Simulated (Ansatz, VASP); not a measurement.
## TiRe2Se6 in VASP and in Ansatz

```xyz
9
Lattice="0.0000 4.8866 4.8866 4.8866 0.0000 4.8866 4.8866 4.8866 0.0000" Properties=species:S:1:pos:R:3 pbc="T T T"
Ti    0.0000    0.0000    0.0000
Re    7.3299    7.3299    7.3299
Re    2.4433    2.4433    2.4433
Se    0.0000    2.4433    2.4433
Se    4.8866    2.4433    2.4433
Se    2.4433    0.0000    2.4433
Se    2.4433    4.8866    2.4433
Se    2.4433    2.4433    0.0000
Se    2.4433    2.4433    4.8866
```

Change from the starting cell: ordered vacancies on the A sites of perovskite (Fm-3m, No. 225).

Alike in both runs: task single point; functional PBE; k mesh 4 × 4 × 4; occupations gaussian, width 0.1 eV; collinear spin.

|  | VASP | Ansatz |
| --- | --- | --- |
| version | VASP 6.6.1 | Ansatz 0.2.0 |
| potentials or method | VASP PAW PBE potentials, release 64 (Ti_sv, Re, Se), cutoff 520 eV | scalar-relativistic, plane waves, PAW |
| valence electrons in the cell | 62 | 138 |

Ansatz gave:

- gap on the k mesh at the Fermi level (eV): none
- pressure (GPa): 0.7
- net moment per atom (μB): 0.27
- size of the moment on the site where the two differ most (μB): 1.92

What did VASP give for the same quantities?

gap on the k mesh at the Fermi level (eV): none; pressure (GPa): 0.4; net moment per atom (μB): 0.00; size of the moment on the site where the two differ most (μB): 0.00.

The net moments are unlike, so the other rows may belong to different states. Site moments also hang on the region over which each program counts them. A gap of «none» marks a metal or a gap that the smearing closes. VASP's potentials hold 62 valence electrons a cell and Ansatz's 138, so a difference there can come from the potentials and not from the codes.

Neither program's run includes spin-orbit coupling.
